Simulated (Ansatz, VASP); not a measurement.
Two plane-wave programs on HfN

The input INCAR:

```
PREC = Accurate
ENCUT = 520
EDIFF = 1E-6
ISMEAR = 0
SIGMA = 0.1
LREAL = False
LASPH = True
NELM = 80
ALGO = Normal
ISIF = 2
LWAVE = False
LCHARG = False
GGA = PE
IVDW = 12
NBANDS = 14
```

KPOINTS

```
regular mesh
0
Gamma
  16 16 16
```

File POSCAR:

```
HfN
1.0
    0.0000000000      2.2584262519      2.2584262519
    2.2584262519      0.0000000000      2.2584262519
    2.2584262519      2.2584262519      0.0000000000
Hf N
1 1
Direct
    0.0000000000      0.0000000000      0.0000000000
    0.5000000000      0.5000000000      0.5000000000
```

Input for Ansatz:

```yaml
crystal:
  lattice:
    - [0.0, 2.2584262516, 2.2584262516]
    - [2.2584262516, 0.0, 2.2584262516]
    - [2.2584262516, 2.2584262516, 0.0]
  atoms:
    - { symbol: Hf, position: [0.0, 0.0, 0.0] }
    - { symbol: "N", position: [0.5, 0.5, 0.5] }
basis:
  ecutwfc: 420
kpoints:
  mp_grid: { grid: [16, 16, 16] }
hamiltonian:
  xc: pbe
  dispersion: d3bj
scf:
  occupations: { method: gaussian, width: 0.1 }
  n_extra_bands: 4
  initial_density: { chi_scale: 0.1 }
output:
  forces: true
  eigenvalues: true
  stress: true
```

Alike in both runs: task single point; functional PBE; dispersion D3(BJ); k mesh 16 × 16 × 16; occupations gaussian, width 0.1 eV; no spin polarisation.

|  | VASP | Ansatz |
| --- | --- | --- |
| version | VASP 6.6.1 | Ansatz 0.2.0 |
| potentials or method | VASP PAW PBE potentials, release 64 (Hf_pv, N), cutoff 520 eV | scalar-relativistic, plane waves, PAW |
| valence electrons in the cell | 15 | 31 |

|  | VASP | Ansatz | Ansatz less VASP |
| --- | --- | --- | --- |
| gap on the k mesh at the Fermi level (eV) | none | none | - |
| pressure (GPa) | -2.4 | 0.0 | +2.41 |

A gap of «none» marks a metal or a gap that the smearing closes. VASP's potentials hold 15 valence electrons a cell and Ansatz's 31, so a difference there can come from the potentials and not from the codes.

Neither program's run includes spin-orbit coupling.
